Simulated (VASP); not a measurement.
# Ag (P6_3/mmc) in VASP: single point with PBE

Aim: the single point of Ag with PBE.

All numbers are computed with VASP 6.6.1; they aren't measurements. Logs are shortened: lines on timing, memory, paths and dates and some standing lists are left out, and cuts for length are marked.

## Step 1: The cell of the first run

Symmetry: P6_3/mmc, No. 194, hexagonal system. Conventional cell: a = 2.930 Å, b = 2.930 Å, c = 4.790 Å, α = 90.00°, β = 90.00°, γ = 120.00°. Ag (site symmetry -6m2) has 12 Ag at 2.93 Å within 3.9 Å.

This isn't the form of Ag at room conditions, which is fcc.

## Step 2: Single point, PBE

Contents of INCAR:

```
PREC = Accurate
ENCUT = 520
EDIFF = 1E-6
ISMEAR = 0
SIGMA = 0.05
LREAL = F
LASPH = T
NELM = 100
ALGO = Normal
ISIF = 2
LWAVE = F
LCHARG = T
GGA = PE
LELF = T
LVHAR = T
NBANDS = 18
```

Contents of KPOINTS:

```
regular mesh
0
Gamma
  18 18 8
```

Contents of POSCAR:

```
Ag
1.0
    2.9300000000      0.0000000000      0.0000000000
   -1.4650000000      2.5374544300      0.0000000000
    0.0000000000      0.0000000000      4.7900000000
Ag
2
Direct
    0.3333333300      0.6666666700      0.2500000000
    0.6666666700      0.3333333300      0.7500000000
```

Potentials or basis: VASP PAW PBE potentials, release 64 (Ag).

Command:

```bash
$ cat potpaw_PBE.64/Ag/POTCAR > POTCAR
$ mpirun -np 1 vasp_std > vasp.out
```

OUTCAR:

```text
PREC = Accurate
   ENCUT = 520
   EDIFF = 1E-6
   ISMEAR = 0
   LREAL = F
   LASPH = T
   NELM = 100
   ISIF = 2
   GGA = PE

 ion  position               nearest neighbor table
   1  0.333  0.667  0.250-   2 2.93   2 2.93   2 2.93   2 2.93   2 2.93   2 2.93
   2  0.667  0.333  0.750-   1 2.93   1 2.93   1 2.93   1 2.93   1 2.93   1 2.93

  LATTYP: Found a hexagonal cell.
 ALAT       =     2.9300000000
 C/A-ratio  =     1.6348122867

  Lattice vectors:

 A1 = (   2.9300000000,   0.0000000000,   0.0000000000)
 A2 = (  -1.4650000000,   2.5374544300,   0.0000000000)
 A3 = (   0.0000000000,   0.0000000000,   4.7900000000)

Analysis of symmetry for initial positions (statically):
=====================================================================
 Subroutine PRICEL returns:
 Original cell was already a primitive cell.

 Routine SETGRP: Setting up the symmetry group for a
 hexagonal supercell.

 Subroutine GETGRP returns: Found 24 space group operations
 (whereof 12 operations were pure point group operations)
 out of a pool of 24 trial point group operations.

The static configuration has the point symmetry D_3d.
 The point group associated with its full space group is D_6h.

Analysis of symmetry for dynamics (positions and initial velocities):
=====================================================================
 Subroutine PRICEL returns:
 Original cell was already a primitive cell.

 Routine SETGRP: Setting up the symmetry group for a
 hexagonal supercell.

 Subroutine GETGRP returns: Found 24 space group operations
 (whereof 12 operations were pure point group operations)
 out of a pool of 24 trial point group operations.

The dynamic configuration has the point symmetry D_3d.
 The point group associated with its full space group is D_6h.

 Subroutine INISYM returns: Found 24 space group operations
 (whereof 12 operations are pure point group operations),
 and found     1 'primitive' translations

----------------------------------------------------------------------------------------

                                     Primitive cell

  volume of cell :      35.6124

  direct lattice vectors                    reciprocal lattice vectors
     2.930000000  0.000000000  0.000000000     0.341296928  0.197047874  0.000000000
    -1.465000000  2.537454430  0.000000000     0.000000000  0.394095747  0.000000000
     0.000000000  0.000000000  4.790000000     0.000000000  0.000000000  0.208768267

  length of vectors
     2.930000000  2.929999997  4.790000000     0.394095747  0.394095747  0.208768267

  position of ions in fractional coordinates (direct lattice)
     0.333333330  0.666666670  0.250000000
     0.666666670  0.333333330  0.750000000

  ion indices of the primitive-cell ions
   primitive index   ion index
                 1           1
                 2           2

----------------------------------------------------------------------------------------

 KPOINTS: regular mesh

Automatic generation of k-mesh.
 Grid dimensions read from file:
 generate k-points for:   18   18    8

 Generating k-lattice:

  Cartesian coordinates                     Fractional coordinates (reciprocal lattice)
     0.018960940  0.010947104  0.000000000     0.055555556  0.000000000  0.000000000
     0.000000000  0.021894208  0.000000000     0.000000000  0.055555556  0.000000000
     0.000000000  0.000000000  0.026096033     0.000000000  0.000000000  0.125000000

  Length of vectors
     0.021894208  0.021894208  0.026096033

  Shift w.r.t. Gamma in fractional coordinates (k-lattice)
     0.000000000  0.000000000  0.000000000

 Subroutine IBZKPT returns following result:
 ===========================================

 Found    185 irreducible k-points:

 Following reciprocal coordinates:
            Coordinates               Weight
  0.000000  0.000000  0.000000      1.000000
  0.055556  0.000000  0.000000      6.000000
  0.111111  0.000000  0.000000      6.000000
  0.166667  0.000000  0.000000      6.000000
  0.222222  0.000000  0.000000      6.000000
  0.277778  0.000000  0.000000      6.000000
[... 16 lines left out ...]
  0.333333  0.111111  0.000000     12.000000
  0.388889  0.111111  0.000000     12.000000
 [... further k-points ...]
   k-points           NKPTS =    185   k-points in BZ     NKDIM =    185   number of bands    NBANDS=     18
   number of dos      NEDOS =    301   number of ions     NIONS =      2
   total plane-waves  NPLWV =  20736
   dimension x,y,z NGX =    24 NGY =   24 NGZ =   36
   dimension x,y,z NGXF=    48 NGYF=   48 NGZF=   72
   ions per type =               2
   NGX,Y,Z   is equivalent  to a cutoff of  13.62, 13.62, 12.49 a.u.
   NGXF,Y,Z  is equivalent  to a cutoff of  27.23, 27.23, 24.99 a.u.
 SYSTEM =  unknown system
   PREC   = accura    normal or accurate (medium, high low for compatibility)
   ISTART =      0    job   : 0-new  1-cont  2-samecut
   ICHARG =      2    charge: 1-file 2-atom 10-const
   ISPIN  =      1    spin polarized calculation?
   LNONCOLLINEAR =      F non collinear calculations
   LSORBIT =      F    spin-orbit coupling
   LASPH  =      T    aspherical Exc in radial PAW
   ENCUT  =  520.0 eV  38.22 Ry    6.18 a.u.   5.45  5.45  8.91*2*pi/ulx,y,z
   NELM   =    100;   NELMIN=  2; NELMDL= -5     # of ELM steps
   EDIFF  = 0.1E-05   stopping-criterion for ELM
   LREAL  =      F    real-space projection
   EDIFFG = 0.1E-04   stopping-criterion for IOM
   NSW    =      0    number of steps for IOM
   IBRION =     -1    ionic relax: 0-MD 1-quasi-New 2-CG
   NFREE  =      0    steps in history (QN), initial steepest desc. (CG)
   ISIF   =      2    stress and relaxation
   ISYM   =      2    0-nonsym 1-usesym 2-fastsym
   POTIM  = 0.5000    time-step for ionic-motion
   TEBEG  =    0.0;   TEEND  =   0.0 temperature during run
   PSTRESS=    0.0 pullay stress
   NELECT =      22.0000    total number of electrons
   NUPDOWN=      -1.0000    fix difference up-down
   EMIN   =  10.00;   EMAX   =-10.00  energy-range for DOS
   EFERMI =   0.00;   METHOD = LEGACY
   ISMEAR =     0;   SIGMA  =   0.05  broadening in eV -4-tet -1-fermi 0-gaus
   EFERMI_NEDOS =   21; number of points for ismear=-14 and -15
   IALGO  =     38    algorithm
   IMIX   =      4    mixing-type and parameters
     AMIX     =   0.40;   BMIX     =  1.00
     AMIX_MAG =   1.60;   BMIX_MAG =  1.00
  volume/ion in A,a.u.               =      17.81       120.16
  Fermi-wavevector in a.u.,A,eV,Ry     =   1.394276  2.634799 26.449782  1.944004
  Thomas-Fermi vector in A             =   2.517840
   LORBIT       =      0    0 simple, 1 ext, 2 COOP (PROOUT), +10 PAW based schemes
   GGA     = PE    functional components
   LHFCALC =     F    Hartree Fock is set to
   AEXX    =    0.0000 exact exchange contribution
   IVDW    =     0    specifies the selected vdW correction
   LEPSILON=     F    determine dielectric tensor
   LRPA    =     F    only Hartree local field effects (RPA)
 non-spin polarized calculation
 Gauss-broadening in eV      SIGMA  =   0.05
  energy-cutoff  :      520.00
  volume of cell :       35.61
 maximum number of plane-waves:       989
 NGX is ok and might be reduce to    24
   NGX = 11   NGY = 11   NGZ = 17

 number of electron      22.0000005 magnetization

 Free energy of the ion-electron system (eV)
  ---------------------------------------------------
  ext. energy  EPLUGINS =         0.00000000
  ---------------------------------------------------
  free energy    TOTEN  =        -5.42603140 eV

  energy without entropy =       -5.42516924  energy(sigma->0) =       -5.42560032

 E-fermi :   7.8726     XC(G=0): -11.9515

 val. band max:        7.8440993119   @ k =   0.1667   0.1111   0.2500
 cond. band min:       7.8912310516   @ k =   0.3889   0.0556   0.5000
 fundamental gap:      0.0471317397
 Fermi energy:         7.8726109988

 k-point     1 :       0.0000    0.0000    0.0000
  band No.  band energies     occupation
      1       0.3874      2.00000
      2       1.7076      2.00000
      3       3.1798      2.00000
      4       3.2738      2.00000
      5       3.2738      2.00000
      6       3.4929      2.00000
[... 10 lines left out ...]
     17      25.6262      0.00000
     18      25.6262      0.00000

 k-point     2 :       0.0556    0.0000    0.0000
  band No.  band energies     occupation
      1       0.4704      2.00000
      2       1.7554      2.00000
      3       3.1248      2.00000
      4       3.3164      2.00000
      5       3.3259      2.00000
      6       3.4765      2.00000
[... 10 lines left out ...]
     17      25.3156      0.00000
     18      26.0625      0.00000

 k-point     3 :       0.1111    0.0000    0.0000
  band No.  band energies     occupation
      1       0.7127      2.00000
      2       1.8856      2.00000
      3       3.0274      2.00000
      4       3.3890      2.00000
      5       3.4410      2.00000
      6       3.4748      2.00000
[... 10 lines left out ...]
     17      25.5249      0.00000
     18      26.4977      0.00000

 k-point     4 :       0.1667    0.0000    0.0000
  band No.  band energies     occupation
      1       1.0877      2.00000
      2       2.0499      2.00000
      3       2.9405      2.00000
      4       3.3459      2.00000
      5       3.3980      2.00000
      6       3.6301      2.00000
[... 375 lines left out ...]
      4       3.2182      2.00000
      5       3.2292      2.00000
      6       3.4923      2.00000
[... 10 lines left out ...]
     17      21.0796      0.00000
     18      23.4206      0.00000

 k-point    23 :       0.3333    0.1111    0.0000
  band No.  band energies     occupation
      1       2.0327      2.00000
      2       2.2693      2.00000
      3       2.2719      2.00000
      4       3.1786      2.00000
      5       3.5391      2.00000
      6       3.5650      2.00000
[... 10 lines left out ...]
     17      19.7144      0.00000
     18      22.9891      0.00000

 k-point    24 :       0.3889    0.1111    0.0000
  band No.  band energies     occupation
      1       1.9575      2.00000
      2       2.1590      2.00000
      3       2.2525      2.00000
      4       3.1616      2.00000
      5       3.4917      2.00000
      6       3.6704      2.00000
[... 10 lines left out ...]
     17      18.6019      0.00000
     18      22.7293      0.00000

 [... further k-points ...]

------------------------ aborting loop because EDIFF is reached ----------------------------------------

  FORCE on cell =-STRESS in cart. coord.  units (eV):
  Direction    XX          YY          ZZ          XY          YZ          ZX
  --------------------------------------------------------------------------------------
  -------------------------------------------------------------------------------------
  Total        0.0662282      0.0662282      0.0442980      0.0000000      0.0000000      0.0000000
  in kB        2.9795621      2.9795621      1.9929340      0.0000000      0.0000000      0.0000000
  external PRESSURE =       2.6506861 kB  Pullay stress =       0.0000000 kB

 VOLUME and BASIS-vectors are now :
 -----------------------------------------------------------------------------
  energy-cutoff  :      520.00
  volume of cell :       35.61
      direct lattice vectors                 reciprocal lattice vectors
     2.930000000  0.000000000  0.000000000     0.341296928  0.197047874  0.000000000
    -1.465000000  2.537454430  0.000000000     0.000000000  0.394095747  0.000000000
     0.000000000  0.000000000  4.790000000     0.000000000  0.000000000  0.208768267

 POSITION                                       TOTAL-FORCE (eV/Angst)
 -----------------------------------------------------------------------------------
     -0.00000      1.69164      1.19750         0.000000      0.000000      0.000000
      1.46500      0.84582      3.59250        -0.000000      0.000000      0.000000
 -----------------------------------------------------------------------------------
    total drift:                               -0.000002      0.000001     -0.000000

  FREE ENERGIE OF THE ION-ELECTRON SYSTEM (eV)
  ---------------------------------------------------
  free  energy   TOTEN  =        -5.4260313968 eV

  energy  without entropy=       -5.4251692443  energy(sigma->0) =       -5.42560032
```

It took 78 s on 1 thread of Intel Xeon 8259CL, shared host; peak memory 0.23 GiB.

What came out:

```
Free energy            : -5.4260 eV
Pressure               : 0.3 GPa
Band gap on the k mesh : zero (bands 11 and 12 overlap by 7.36 eV)
```

Stress tensor (GPa, compression positive):
```
0.30 0.00 0.00
0.00 0.30 0.00
0.00 0.00 0.20
```

Levels at points of the mesh, in eV from the Fermi level:
| k point | band 9 | band 10 | band 11 | band 12 | band 13 | band 14 |
| --- | --- | --- | --- | --- | --- | --- |
| (0.00, 0.00, 0.00) | -4.05 | -3.12 | -3.12 | -0.32 | 3.32 | 15.50 |
| (0.50, 0.00, 0.00) | -2.94 | -2.86 | 0.09 | 1.42 | 6.66 | 6.93 |
| (0.00, 0.00, 0.50) | -3.41 | -3.41 | -3.41 | -3.41 | 10.77 | 10.77 |
| (0.50, 0.00, 0.50) | -2.91 | -2.91 | 0.78 | 0.78 | 4.32 | 4.32 |
